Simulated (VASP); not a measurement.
Here is a VASP 6.6.1 calculation.

INCAR

```
  PREC = Accurate
  ENCUT = 500
  EDIFF = 1E-6
  ISMEAR = 0
  SIGMA = 0.02
  LREAL = False
  LASPH = True
  NELM = 120
  ALGO = Normal
  ISIF = 2
  LWAVE = False
  LCHARG = True
  LELF = True
  LVHAR = True
  NBANDS = 17
  GGA_COMPAT = False
```

KPOINTS

```
Automatic mesh
0
Gamma
  10 10 10
```

File POSCAR:

```
TePb
1.0
    0.0000000000      3.1897089228      3.1897089228
    3.1897089228      0.0000000000      3.1897089228
    3.1897089228      3.1897089228      0.0000000000
Te Pb
1 1
Direct
    0.0000000000      0.0000000000      0.0000000000
    0.5000000000      0.5000000000      0.5000000000
```

Potentials or basis: VASP PAW LDA potentials, release 64 (Te, Pb_d).

Run with:

```bash
$ cat potpaw_LDA.64/Te/POTCAR potpaw_LDA.64/Pb_d/POTCAR > POTCAR
$ mpirun -np 1 vasp_std > vasp.out
```

Task: What does it give for the band gap on the k mesh?

Result: 0.55 eV, direct.

Task: Predict the pressure.

Result: 0.1 GPa.

Caveat: spin-orbit coupling is left out, which moves the levels of the heavy elements. A k mesh can miss the band edges.
